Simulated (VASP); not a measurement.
# HfB (Fm-3m) in VASP: a series of runs

The runs below take HfB through single point, with RPBE+D4, revPBE+D3(BJ).

Program: VASP 6.6.1. These are calculated values, not measurements. Logs are shortened: lines on timing, memory, paths and dates and some standing lists are left out, and cuts for length are marked.

## 1. The cell of the first run

It takes space group Fm-3m (No. 225, cubic). The conventional cell has a = 4.794 Å, b = 4.794 Å, c = 4.794 Å, α = 90.00°, β = 90.00°, γ = 90.00°. Within 3.2 Å of Hf (site symmetry m-3m) lie 6 B at 2.40 Å. Within 3.2 Å of B (site symmetry m-3m) lie 6 Hf at 2.40 Å.

## 2. Single point, RPBE+D4

Contents of INCAR:

```
SYSTEM = HfB
PREC     = Accurate       ! precision mode
ENCUT    = 520            ! plane-wave cutoff, eV
EDIFF    = 1E-6           ! SCF threshold, eV
ISMEAR   = -1             ! smearing method
SIGMA    = 0.05           ! smearing width, eV
LREAL    = .FALSE.        ! projectors in reciprocal space
LASPH    = .TRUE.         ! aspherical terms in the spheres
NELM     = 60             ! most SCF steps
ALGO     = Normal         ! electronic algorithm
ISIF     = 2              ! what is computed and relaxed
LWAVE    = .FALSE.        ! write WAVECAR
LCHARG   = .TRUE.         ! write CHGCAR
GGA      = RP             ! functional
IVDW     = 13             ! dispersion correction
LELF     = .TRUE.         ! ELF
LVHAR    = .TRUE.       
NBANDS   = 14             ! bands
```

Contents of KPOINTS:

```
Automatic mesh
0
G
  10 10 10
  0 0 0
```

Contents of POSCAR:

```
HfB
1.0
    0.0000000000      2.3971027232      2.3971027232
    2.3971027232      0.0000000000      2.3971027232
    2.3971027232      2.3971027232      0.0000000000
Hf B
1 1
Direct
    0.5000000000      0.5000000000      0.5000000000
    0.0000000000      0.0000000000      0.0000000000
```

Potentials or basis: VASP PAW PBE potentials, release 64 (Hf_pv, B).

The run is started by

```sh
$ cat potpaw_PBE.64/Hf_pv/POTCAR potpaw_PBE.64/B/POTCAR > POTCAR
$ mpirun -np 1 vasp_std > vasp.out
```

OUTCAR:

```text
SYSTEM = HfB
   PREC = Accurate
   ENCUT = 520
   EDIFF = 1E-6
   ISMEAR = -1
   LREAL = .FALSE.
   LASPH = .TRUE.
   NELM = 60
   ISIF = 2
   GGA = RP
   IVDW = 13

 ion  position               nearest neighbor table
   1  0.500  0.500  0.500-   2 2.40   2 2.40   2 2.40   2 2.40   2 2.40   2 2.40
   2  0.000  0.000  0.000-   1 2.40   1 2.40   1 2.40   1 2.40   1 2.40   1 2.40

  LATTYP: Found a face centered cubic cell.
 ALAT       =     4.7942054464

  Lattice vectors:

 A1 = (   0.0000000000,   2.3971027232,   2.3971027232)
 A2 = (   2.3971027232,   0.0000000000,   2.3971027232)
 A3 = (   2.3971027232,   2.3971027232,   0.0000000000)

Analysis of symmetry for initial positions (statically):
=====================================================================
 Subroutine PRICEL returns:
 Original cell was already a primitive cell.

 Routine SETGRP: Setting up the symmetry group for a
 face centered cubic supercell.

 Subroutine GETGRP returns: Found 48 space group operations
 (whereof 48 operations were pure point group operations)
 out of a pool of 48 trial point group operations.

The static configuration has the point symmetry O_h .

Analysis of symmetry for dynamics (positions and initial velocities):
=====================================================================
 Subroutine PRICEL returns:
 Original cell was already a primitive cell.

 Routine SETGRP: Setting up the symmetry group for a
 face centered cubic supercell.

 Subroutine GETGRP returns: Found 48 space group operations
 (whereof 48 operations were pure point group operations)
 out of a pool of 48 trial point group operations.

The dynamic configuration has the point symmetry O_h .

 Subroutine INISYM returns: Found 48 space group operations
 (whereof 48 operations are pure point group operations),
 and found     1 'primitive' translations

----------------------------------------------------------------------------------------

                                     Primitive cell

  volume of cell :      27.5480

  direct lattice vectors                    reciprocal lattice vectors
     0.000000000  2.397102723  2.397102723    -0.208585137  0.208585137  0.208585137
     2.397102723  0.000000000  2.397102723     0.208585137 -0.208585137  0.208585137
     2.397102723  2.397102723  0.000000000     0.208585137  0.208585137 -0.208585137

  length of vectors
     3.390015182  3.390015182  3.390015182     0.361280055  0.361280055  0.361280055

  position of ions in fractional coordinates (direct lattice)
     0.500000000  0.500000000  0.500000000
     0.000000000  0.000000000  0.000000000

  ion indices of the primitive-cell ions
   primitive index   ion index
                 1           1
                 2           2

----------------------------------------------------------------------------------------

 KPOINTS: Automatic mesh

Automatic generation of k-mesh.
 Grid dimensions read from file:
 generate k-points for:   10   10   10

 Generating k-lattice:

  Cartesian coordinates                     Fractional coordinates (reciprocal lattice)
    -0.020858514  0.020858514  0.020858514     0.100000000  0.000000000  0.000000000
     0.020858514 -0.020858514  0.020858514     0.000000000  0.100000000  0.000000000
     0.020858514  0.020858514 -0.020858514     0.000000000  0.000000000  0.100000000

  Length of vectors
     0.036128006  0.036128006  0.036128006

  Shift w.r.t. Gamma in fractional coordinates (k-lattice)
     0.000000000  0.000000000  0.000000000

 Subroutine IBZKPT returns following result:
 ===========================================

 Found     47 irreducible k-points:

 Following reciprocal coordinates:
            Coordinates               Weight
  0.000000  0.000000  0.000000      1.000000
  0.100000  0.000000  0.000000      8.000000
  0.200000  0.000000  0.000000      8.000000
  0.300000  0.000000  0.000000      8.000000
  0.400000  0.000000  0.000000      8.000000
  0.500000  0.000000  0.000000      4.000000
[... 16 lines left out ...]
  0.300000  0.300000  0.000000      6.000000
  0.400000  0.300000  0.000000     24.000000
 [... further k-points ...]
   k-points           NKPTS =     47   k-points in BZ     NKDIM =     47   number of bands    NBANDS=     14
   number of dos      NEDOS =    301   number of ions     NIONS =      2
   total plane-waves  NPLWV =  21952
   dimension x,y,z NGX =    28 NGY =   28 NGZ =   28
   dimension x,y,z NGXF=    56 NGYF=   56 NGZF=   56
   ions per type =               1   1
   NGX,Y,Z   is equivalent  to a cutoff of  13.73, 13.73, 13.73 a.u.
   NGXF,Y,Z  is equivalent  to a cutoff of  27.46, 27.46, 27.46 a.u.
 SYSTEM =  HfB
   PREC   = accura    normal or accurate (medium, high low for compatibility)
   ISTART =      0    job   : 0-new  1-cont  2-samecut
   ICHARG =      2    charge: 1-file 2-atom 10-const
   ISPIN  =      1    spin polarized calculation?
   LNONCOLLINEAR =      F non collinear calculations
   LSORBIT =      F    spin-orbit coupling
   LASPH  =      T    aspherical Exc in radial PAW
   ENCUT  =  520.0 eV  38.22 Ry    6.18 a.u.   6.30  6.30  6.30*2*pi/ulx,y,z
   NELM   =     60;   NELMIN=  2; NELMDL= -5     # of ELM steps
   EDIFF  = 0.1E-05   stopping-criterion for ELM
   LREAL  =      F    real-space projection
   EDIFFG = 0.1E-04   stopping-criterion for IOM
   NSW    =      0    number of steps for IOM
   IBRION =     -1    ionic relax: 0-MD 1-quasi-New 2-CG
   NFREE  =      0    steps in history (QN), initial steepest desc. (CG)
   ISIF   =      2    stress and relaxation
   ISYM   =      2    0-nonsym 1-usesym 2-fastsym
   POTIM  = 0.5000    time-step for ionic-motion
   TEBEG  =    0.0;   TEEND  =   0.0 temperature during run
   PSTRESS=    0.0 pullay stress
   NELECT =      13.0000    total number of electrons
   NUPDOWN=      -1.0000    fix difference up-down
   EMIN   =  10.00;   EMAX   =-10.00  energy-range for DOS
   EFERMI =   0.00;   METHOD = LEGACY
   ISMEAR =    -1;   SIGMA  =   0.05  broadening in eV -4-tet -1-fermi 0-gaus
   EFERMI_NEDOS =   21; number of points for ismear=-14 and -15
   IALGO  =     38    algorithm
   IMIX   =      4    mixing-type and parameters
     AMIX     =   0.40;   BMIX     =  1.00
     AMIX_MAG =   1.60;   BMIX_MAG =  1.00
  volume/ion in A,a.u.               =      13.77        92.95
  Fermi-wavevector in a.u.,A,eV,Ry     =   1.274557  2.408564 22.102608  1.624496
  Thomas-Fermi vector in A             =   2.407318
   LORBIT       =      0    0 simple, 1 ext, 2 COOP (PROOUT), +10 PAW based schemes
   GGA     = RP    functional components
   LHFCALC =     F    Hartree Fock is set to
   AEXX    =    0.0000 exact exchange contribution
   IVDW    =    13    specifies the selected vdW correction
   LEPSILON=     F    determine dielectric tensor
   LRPA    =     F    only Hartree local field effects (RPA)
 non-spin polarized calculation
  energy-cutoff  :      520.00
  volume of cell :       27.55
 maximum number of plane-waves:       754
 NGX is ok and might be reduce to    28
   NGX = 13   NGY = 13   NGZ = 13

 number of electron      13.0000000 magnetization

 Free energy of the ion-electron system (eV)
  ---------------------------------------------------
  ext. energy  EPLUGINS =         0.00000000
  ---------------------------------------------------
  free energy    TOTEN  =       -16.70218240 eV

  energy without entropy =      -16.68744742  energy(sigma->0) =      -16.69481491

 E-fermi :   4.5219     XC(G=0): -11.7311

 val. band max:        4.5180808832   @ k =  -0.4000   0.4000   0.1000
 cond. band min:       4.5423406723   @ k =   0.3000   0.2000   0.1000
 fundamental gap:      0.0242597891
 Fermi energy:         4.5218650348

 k-point     1 :       0.0000    0.0000    0.0000
  band No.  band energies     occupation
      1     -24.3832      2.00000
      2     -24.3832      2.00000
      3     -24.3832      2.00000
      4      -4.7017      2.00000
      5       6.6434      0.00000
      6       6.6434      0.00000
      7       6.6434      0.00000
      8       8.1895      0.00000
      9       8.1895      0.00000
     10       8.1895      0.00000
     11       8.3547      0.00000
     12       8.3547      0.00000
     13      15.7413      0.00000
     14      15.8952      0.00000

 k-point     2 :       0.1000    0.0000    0.0000
  band No.  band energies     occupation
      1     -24.4311      2.00000
      2     -24.3883      2.00000
      3     -24.3883      2.00000
      4      -4.4516      2.00000
      5       5.7800      0.00000
      6       6.2706      0.00000
      7       6.2706      0.00000
      8       7.2644      0.00000
      9       7.2644      0.00000
     10       8.5885      0.00000
     11      10.1630      0.00000
     12      10.1630      0.00000
     13      16.2471      0.00000
     14      16.3767      0.00000

 k-point     3 :       0.2000    0.0000    0.0000
  band No.  band energies     occupation
      1     -24.5545      2.00000
      2     -24.4018      2.00000
      3     -24.4018      2.00000
      4      -3.7413      2.00000
      5       4.3019      1.97573
      6       5.0893      0.00002
      7       5.0893      0.00002
      8       7.7887      0.00000
      9       7.7887      0.00000
     10       9.0093      0.00000
     11      12.2934      0.00000
     12      12.2934      0.00000
     13      16.8346      0.00000
     14      17.8975      0.00000
[... 324 lines left out ...]
 k-point    23 :       0.3000    0.3000    0.0000
  band No.  band energies     occupation
      1     -24.6763      2.00000
      2     -24.4960      2.00000
      3     -24.4960      2.00000
      4      -2.4614      2.00000
      5       2.5106      2.00000
      6       4.4898      1.31051
      7       6.0199      0.00000
      8       6.0199      0.00000
      9       9.4082      0.00000
     10      11.5886      0.00000
     11      11.5886      0.00000
     12      14.5558      0.00000
     13      17.6344      0.00000
     14      19.1367      0.00000

 k-point    24 :       0.4000    0.3000    0.0000
  band No.  band energies     occupation
      1     -24.7392      2.00000
      2     -24.5290      2.00000
      3     -24.5144      2.00000
      4      -1.9818      2.00000
      5       2.4058      2.00000
      6       3.9292      1.99999
      7       5.7078      0.00000
      8       6.4573      0.00000
      9      10.1929      0.00000
     10      11.6281      0.00000
     11      11.8956      0.00000
     12      15.4042      0.00000
     13      15.8853      0.00000
     14      19.1435      0.00000

 [... further k-points ...]

------------------------ aborting loop because EDIFF is reached ----------------------------------------

  DFT-D4 for vdW energy calculation

  Edisp (eV):   -1.04232

  FORCE on cell =-STRESS in cart. coord.  units (eV):
  Direction    XX          YY          ZZ          XY          YZ          ZX
  --------------------------------------------------------------------------------------
  -------------------------------------------------------------------------------------
  Total       0.02619     0.02619     0.02619     0.00000     0.00000     0.00000
  in kB       1.52340     1.52340     1.52340     0.00000     0.00000     0.00000
  external pressure =        1.52 kB  Pullay stress =        0.00 kB

 VOLUME and BASIS-vectors are now :
 -----------------------------------------------------------------------------
  energy-cutoff  :      520.00
  volume of cell :       27.55
      direct lattice vectors                 reciprocal lattice vectors
     0.000000000  2.397102723  2.397102723    -0.208585137  0.208585137  0.208585137
     2.397102723  0.000000000  2.397102723     0.208585137 -0.208585137  0.208585137
     2.397102723  2.397102723  0.000000000     0.208585137  0.208585137 -0.208585137

 POSITION                                       TOTAL-FORCE (eV/Angst)
 -----------------------------------------------------------------------------------
      2.39710      2.39710      2.39710         0.000000      0.000000      0.000000
      0.00000      0.00000      0.00000        -0.000000     -0.000000     -0.000000
 -----------------------------------------------------------------------------------
    total drift:                                0.000000      0.000000      0.000000

  FREE ENERGIE OF THE ION-ELECTRON SYSTEM (eV)
  ---------------------------------------------------
  free  energy   TOTEN  =       -17.7444979829 eV

  energy  without entropy=      -17.7297630065  energy(sigma->0) =      -17.73713049
```

Run time: 12 s. Hardware: 1 thread of Intel Xeon 6975P-C (Granite Rapids), shared host; peak memory 0.16 GiB.

Results:

| Property | Result |
| --- | --- |
| Free energy | -17.7445 eV |
| Pressure | 0.2 GPa |
| Dispersion energy per atom | -0.521 eV |

Levels at points of the mesh, in eV from the Fermi level:
```
           k point  band 4  band 5  band 6  band 7  band 8  band 9  band 10  band 11
(0.00, 0.00, 0.00)   -9.22    2.12    2.12    2.12    3.67    3.67     3.67     3.83
(0.50, 0.00, 0.00)   -4.66   -4.46   -1.16   -1.16    5.87    5.87     6.73     7.82
(0.50, 0.50, 0.00)   -6.46   -1.21   -0.80    2.03    2.03    5.57     7.03     7.03
```

Caveat: the PAW data sets were made with another functional, which shifts forces and pressure a little; spin-orbit coupling is left out, which moves the levels of the heavy elements; pairwise dispersion overbinds metals, which lowers pressure and volume.

[end of part 1 of 2]
